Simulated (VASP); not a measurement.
# KCl (I4/mmm) in VASP: notebook

The runs below take KCl through single point, with PBE.

All numbers are computed with VASP 6.6.1; they aren't measurements. Logs are shortened: lines on timing, memory, paths and dates and some standing lists are left out, and cuts for length are marked.

**1. The cell of the first run**

Symmetry: I4/mmm, No. 139, tetragonal system. The conventional cell has a = 4.374 Å, b = 4.374 Å, c = 6.312 Å, α = 90.00°, β = 90.00°, γ = 90.00°. Within 4.1 Å of K (site symmetry 4/mmm) lie 6 Cl at 3.09 to 3.16 Å. Cl (site symmetry 4/mmm) has 6 K at 3.09 to 3.16 Å within 4.1 Å.

**2. Single point, PBE (equal xx and yy strain of -2 %)**

Contents of INCAR:

```
PREC = Accurate
ENCUT = 520
EDIFF = 1E-6
ISMEAR = -1
SIGMA = 0.03
LREAL = False
LASPH = True
NELM = 100
ALGO = Normal
ISIF = 2
LWAVE = False
LCHARG = False
GGA = PE
NBANDS = 15
```

Contents of KPOINTS:

```
regular mesh
0
Gamma
  7 7 7
```

Contents of POSCAR:

```
KCl
1.0
    0.0000000000      3.0929780000      3.1561000000
    3.0929780000      0.0000000000      3.1561000000
    3.0929780000      3.0929780000      0.0000000000
K Cl
1 1
Direct
    0.0000000000      0.0000000000      0.0000000000
    0.5000000000      0.5000000000      0.5000000000
```

Potentials or basis: VASP PAW PBE potentials, release 64 (K_sv, Cl).

The run is started by

```bash
> cat potpaw_PBE.64/K_sv/POTCAR potpaw_PBE.64/Cl/POTCAR > POTCAR
> mpirun -np 1 vasp_std > vasp.out
```

OUTCAR:

```text
PREC = Accurate
   ENCUT = 520
   EDIFF = 1E-6
   ISMEAR = -1
   LREAL = False
   LASPH = True
   NELM = 100
   ISIF = 2
   GGA = PE

 ion  position               nearest neighbor table
   1  0.000  0.000  0.000-   2 3.09   2 3.09   2 3.09   2 3.09   2 3.16   2 3.16
   2  0.500  0.500  0.500-   1 3.09   1 3.09   1 3.09   1 3.09   1 3.16   1 3.16

  LATTYP: Found a body centered tetragonal cell.
 ALAT       =     4.3741314357
 C/A-ratio  =     1.4430750636

  Lattice vectors:

 A1 = (  -3.0929780000,   0.0000000000,   3.1561000000)
 A2 = (   3.0929780000,   0.0000000000,   3.1561000000)
 A3 = (   0.0000000000,   3.0929780000,  -3.1561000000)

Analysis of symmetry for initial positions (statically):
=====================================================================
 Subroutine PRICEL returns:
 Original cell was already a primitive cell.

 Routine SETGRP: Setting up the symmetry group for a
 body centered tetragonal supercell.

 Subroutine GETGRP returns: Found 16 space group operations
 (whereof 16 operations were pure point group operations)
 out of a pool of 16 trial point group operations.

The static configuration has the point symmetry D_4h.

Analysis of symmetry for dynamics (positions and initial velocities):
=====================================================================
 Subroutine PRICEL returns:
 Original cell was already a primitive cell.

 Routine SETGRP: Setting up the symmetry group for a
 body centered tetragonal supercell.

 Subroutine GETGRP returns: Found 16 space group operations
 (whereof 16 operations were pure point group operations)
 out of a pool of 16 trial point group operations.

The dynamic configuration has the point symmetry D_4h.

 Subroutine INISYM returns: Found 16 space group operations
 (whereof 16 operations are pure point group operations),
 and found     1 'primitive' translations

----------------------------------------------------------------------------------------

                                     Primitive cell

  volume of cell :      60.3857

  direct lattice vectors                    reciprocal lattice vectors
     0.000000000  3.092978000  3.156100000    -0.161656501  0.161656501  0.158423371
     3.092978000  0.000000000  3.156100000     0.161656501 -0.161656501  0.158423371
     3.092978000  3.092978000  0.000000000     0.161656501  0.161656501 -0.158423371

  length of vectors
     4.418990848  4.418990848  4.374131436     0.278143152  0.278143152  0.278143152

  position of ions in fractional coordinates (direct lattice)
     0.000000000  0.000000000  0.000000000
     0.500000000  0.500000000  0.500000000

  ion indices of the primitive-cell ions
   primitive index   ion index
                 1           1
                 2           2

----------------------------------------------------------------------------------------

 KPOINTS: regular mesh

Automatic generation of k-mesh.
 Grid dimensions read from file:
 generate k-points for:    7    7    7

 Generating k-lattice:

  Cartesian coordinates                     Fractional coordinates (reciprocal lattice)
    -0.023093786  0.023093786  0.022631910     0.142857143  0.000000000  0.000000000
     0.023093786 -0.023093786  0.022631910     0.000000000  0.142857143  0.000000000
     0.023093786  0.023093786 -0.022631910     0.000000000  0.000000000  0.142857143

  Length of vectors
     0.039734736  0.039734736  0.039734736

  Shift w.r.t. Gamma in fractional coordinates (k-lattice)
     0.000000000  0.000000000  0.000000000

 Subroutine IBZKPT returns following result:
 ===========================================

 Found     40 irreducible k-points:

 Following reciprocal coordinates:
            Coordinates               Weight
  0.000000  0.000000  0.000000      1.000000
  0.142857 -0.000000  0.000000      8.000000
  0.285714  0.000000  0.000000      8.000000
  0.428571  0.000000  0.000000      8.000000
  0.142857  0.142857  0.000000      2.000000
  0.285714  0.142857  0.000000      8.000000
[... 16 lines left out ...]
  0.428571  0.285714  0.142857      8.000000
 -0.428571  0.285714  0.142857     16.000000
 [... further k-points ...]
   k-points           NKPTS =     40   k-points in BZ     NKDIM =     40   number of bands    NBANDS=     15
   number of dos      NEDOS =    301   number of ions     NIONS =      2
   total plane-waves  NPLWV =  46656
   dimension x,y,z NGX =    36 NGY =   36 NGZ =   36
   dimension x,y,z NGXF=    72 NGYF=   72 NGZF=   72
   ions per type =               1   1
   NGX,Y,Z   is equivalent  to a cutoff of  13.54, 13.54, 13.68 a.u.
   NGXF,Y,Z  is equivalent  to a cutoff of  27.09, 27.09, 27.36 a.u.
 SYSTEM =  unknown system
   PREC   = accura    normal or accurate (medium, high low for compatibility)
   ISTART =      0    job   : 0-new  1-cont  2-samecut
   ICHARG =      2    charge: 1-file 2-atom 10-const
   ISPIN  =      1    spin polarized calculation?
   LNONCOLLINEAR =      F non collinear calculations
   LSORBIT =      F    spin-orbit coupling
   LASPH  =      T    aspherical Exc in radial PAW
   ENCUT  =  520.0 eV  38.22 Ry    6.18 a.u.   8.22  8.22  8.13*2*pi/ulx,y,z
   NELM   =    100;   NELMIN=  2; NELMDL= -5     # of ELM steps
   EDIFF  = 0.1E-05   stopping-criterion for ELM
   LREAL  =      F    real-space projection
   EDIFFG = 0.1E-04   stopping-criterion for IOM
   NSW    =      0    number of steps for IOM
   IBRION =     -1    ionic relax: 0-MD 1-quasi-New 2-CG
   NFREE  =      0    steps in history (QN), initial steepest desc. (CG)
   ISIF   =      2    stress and relaxation
   ISYM   =      2    0-nonsym 1-usesym 2-fastsym
   POTIM  = 0.5000    time-step for ionic-motion
   TEBEG  =    0.0;   TEEND  =   0.0 temperature during run
   PSTRESS=    0.0 pullay stress
   NELECT =      16.0000    total number of electrons
   NUPDOWN=      -1.0000    fix difference up-down
   EMIN   =  10.00;   EMAX   =-10.00  energy-range for DOS
   EFERMI =   0.00;   METHOD = LEGACY
   ISMEAR =    -1;   SIGMA  =   0.03  broadening in eV -4-tet -1-fermi 0-gaus
   EFERMI_NEDOS =   21; number of points for ismear=-14 and -15
   IALGO  =     38    algorithm
   IMIX   =      4    mixing-type and parameters
     AMIX     =   0.40;   BMIX     =  1.00
     AMIX_MAG =   1.60;   BMIX_MAG =  1.00
  volume/ion in A,a.u.               =      30.19       203.75
  Fermi-wavevector in a.u.,A,eV,Ry     =   1.051486  1.987020 15.042902  1.105622
  Thomas-Fermi vector in A             =   2.186531
   LORBIT       =      0    0 simple, 1 ext, 2 COOP (PROOUT), +10 PAW based schemes
   GGA     = PE    functional components
   LHFCALC =     F    Hartree Fock is set to
   AEXX    =    0.0000 exact exchange contribution
   IVDW    =     0    specifies the selected vdW correction
   LEPSILON=     F    determine dielectric tensor
   LRPA    =     F    only Hartree local field effects (RPA)
 non-spin polarized calculation
  energy-cutoff  :      520.00
  volume of cell :       60.39
 maximum number of plane-waves:      1647
 NGX is ok and might be reduce to    36
   NGX = 17   NGY = 17   NGZ = 17

 number of electron      16.0000002 magnetization

 Free energy of the ion-electron system (eV)
  ---------------------------------------------------
  ext. energy  EPLUGINS =         0.00000000
  ---------------------------------------------------
  free energy    TOTEN  =        -6.78783361 eV

  energy without entropy =       -6.78783361  energy(sigma->0) =       -6.78783361

 E-fermi :  -0.9719     XC(G=0):  -7.6672

 val. band max:       -1.7090412995   @ k =   0.0000   0.0000   0.0000
 cond. band min:       3.5803727536   @ k =   0.0000   0.0000   0.0000
 fundamental gap:      5.2894140531
 Fermi energy:        -0.9719181356

 k-point     1 :       0.0000    0.0000    0.0000
  band No.  band energies     occupation
      1     -28.8368      2.00000
      2     -13.8691      2.00000
      3     -12.2987      2.00000
      4     -12.2984      2.00000
      5     -12.2984      2.00000
      6      -1.7251      2.00000
      7      -1.7090      2.00000
      8      -1.7090      2.00000
      9       3.5804      0.00000
     10       6.5955      0.00000
     11       6.7265      0.00000
     12       6.7265      0.00000
     13       7.5311      0.00000
     14       7.6238      0.00000
     15      11.3816      0.00000

 k-point     2 :       0.1429   -0.0000    0.0000
  band No.  band energies     occupation
      1     -28.8345      2.00000
      2     -13.9114      2.00000
      3     -12.3013      2.00000
      4     -12.2995      2.00000
      5     -12.2449      2.00000
      6      -1.9684      2.00000
      7      -1.7891      2.00000
      8      -1.7803      2.00000
      9       4.0738      0.00000
     10       6.5400      0.00000
     11       6.9104      0.00000
     12       6.9857      0.00000
     13       7.8186      0.00000
     14       7.9190      0.00000
     15      12.1285      0.00000

 k-point     3 :       0.2857    0.0000    0.0000
  band No.  band energies     occupation
      1     -28.8292      2.00000
      2     -13.9981      2.00000
      3     -12.3072      2.00000
      4     -12.3023      2.00000
      5     -12.1324      2.00000
      6      -2.4501      2.00000
      7      -1.9375      2.00000
      8      -1.9329      2.00000
      9       5.1368      0.00000
     10       6.5283      0.00000
     11       7.6482      0.00000
     12       7.7119      0.00000
     13       8.5852      0.00000
     14       8.7075      0.00000
     15      11.7395      0.00000
[... 343 lines left out ...]
 k-point    23 :       0.4286    0.2857    0.1429
  band No.  band energies     occupation
      1     -28.8259      2.00000
      2     -13.9446      2.00000
      3     -12.3510      2.00000
      4     -12.3234      2.00000
      5     -12.1803      2.00000
      6      -2.4891      2.00000
      7      -2.0001      2.00000
      8      -1.9507      2.00000
      9       5.8083      0.00000
     10       5.8316      0.00000
     11       8.3870      0.00000
     12       8.3889      0.00000
     13       8.7825      0.00000
     14       9.1962      0.00000
     15      10.4603      0.00000

 k-point    24 :      -0.4286    0.2857    0.1429
  band No.  band energies     occupation
      1     -28.8227      2.00000
      2     -13.9521      2.00000
      3     -12.3689      2.00000
      4     -12.3449      2.00000
      5     -12.1523      2.00000
      6      -2.5388      2.00000
      7      -2.1274      2.00000
      8      -2.0599      2.00000
      9       6.1514      0.00000
     10       6.5842      0.00000
     11       8.2201      0.00000
     12       8.7268      0.00000
     13       9.2431      0.00000
     14       9.8440      0.00000
     15      10.2870      0.00000

 [... further k-points ...]

------------------------ aborting loop because EDIFF is reached ----------------------------------------

  FORCE on cell =-STRESS in cart. coord.  units (eV):
  Direction    XX          YY          ZZ          XY          YZ          ZX
  --------------------------------------------------------------------------------------
  -------------------------------------------------------------------------------------
  Total        0.6689781      0.6689781      0.3378649      0.0000000      0.0000000      0.0000000
  in kB       17.7495792     17.7495792      8.9643587      0.0000000      0.0000000      0.0000000
  external PRESSURE =      14.8211723 kB  Pullay stress =       0.0000000 kB

 VOLUME and BASIS-vectors are now :
 -----------------------------------------------------------------------------
  energy-cutoff  :      520.00
  volume of cell :       60.39
      direct lattice vectors                 reciprocal lattice vectors
     0.000000000  3.092978000  3.156100000    -0.161656501  0.161656501  0.158423371
     3.092978000  0.000000000  3.156100000     0.161656501 -0.161656501  0.158423371
     3.092978000  3.092978000  0.000000000     0.161656501  0.161656501 -0.158423371

 POSITION                                       TOTAL-FORCE (eV/Angst)
 -----------------------------------------------------------------------------------
      0.00000      0.00000      0.00000        -0.000000     -0.000000      0.000000
      3.09298      3.09298      3.15610         0.000000      0.000000      0.000000
 -----------------------------------------------------------------------------------
    total drift:                                0.000000      0.000000      0.000000

  FREE ENERGIE OF THE ION-ELECTRON SYSTEM (eV)
  ---------------------------------------------------
  free  energy   TOTEN  =        -6.7878336135 eV

  energy  without entropy=       -6.7878336135  energy(sigma->0) =       -6.78783361
```

It took 40 s on 1 thread of AMD EPYC 7R43 (Zen 3), shared host; peak memory 0.18 GiB.

Results:

| Quantity | Value |
| --- | --- |
| Free energy | -6.7878 eV |
| Pressure | 1.5 GPa |
| Band gap on the k mesh | 5.29 eV, direct |

Levels at points of the mesh, in eV from the valence-band top:
| k point | band 4 | band 5 | band 6 | band 7 | band 8 | band 9 | band 10 | band 11 | band 12 | band 13 |
| --- | --- | --- | --- | --- | --- | --- | --- | --- | --- | --- |
| (0.00, 0.00, 0.00) | -10.59 | -10.59 | -0.02 | 0.00 | 0.00 | 5.29 | 8.30 | 8.44 | 8.44 | 9.24 |

Caveat: the cell differs from its parent crystal (equal xx and yy strain of -2 %). A k mesh can miss the band edges.

**3. Single point, PBE (equal xx and yy strain of +1 %)**

Contents of INCAR:

```
SYSTEM = KCl
ALGO = Normal
EDIFF = 1E-7
ENCUT = 520
GGA = PE
ISIF = 2
ISMEAR = -1
LASPH = .TRUE.
LCHARG = .TRUE.
LELF = .TRUE.
LREAL = .FALSE.
LVHAR = .TRUE.
LWAVE = .FALSE.
NBANDS = 15
NELM = 100
PREC = Accurate
SIGMA = 0.03
```

Contents of KPOINTS:

```
k-points
0
G
  7 7 7
  0 0 0
```

Contents of POSCAR:

```
KCl
1.0
    0.0000000000      3.1876610000      3.1561000000
    3.1876610000      0.0000000000      3.1561000000
    3.1876610000      3.1876610000      0.0000000000
K Cl
1 1
Direct
    0.0000000000      0.0000000000      0.0000000000
    0.5000000000      0.5000000000      0.5000000000
```

Potentials or basis: VASP PAW PBE potentials, release 64 (K_sv, Cl).

The run is started by

```bash
> cat potpaw_PBE.64/K_sv/POTCAR potpaw_PBE.64/Cl/POTCAR > POTCAR
> mpirun -np 1 vasp_std > vasp.out
```

Run time: 48 s. Hardware: 1 thread of AMD EPYC 7R43 (Zen 3), shared host; peak memory 0.17 GiB.

The run converged. Its results:

| Quantity | Value |
| --- | --- |
| Free energy | -6.8097 eV |
| Pressure | 0.2 GPa |
| Band gap on the k mesh | 5.08 eV, direct |

Stress tensor (GPa, compression positive):
```
0.13 0.00 0.00
0.00 0.13 0.00
0.00 0.00 0.46
```

Levels at points of the mesh, in eV from the valence-band top:
```tsv
k point	band 6	band 7	band 8	band 9	band 10	band 11
(0.00, 0.00, 0.00)	-0.01	-0.01	0.00	5.08	8.34	8.34
```

Caveat: the cell differs from its parent crystal (equal xx and yy strain of +1 %).
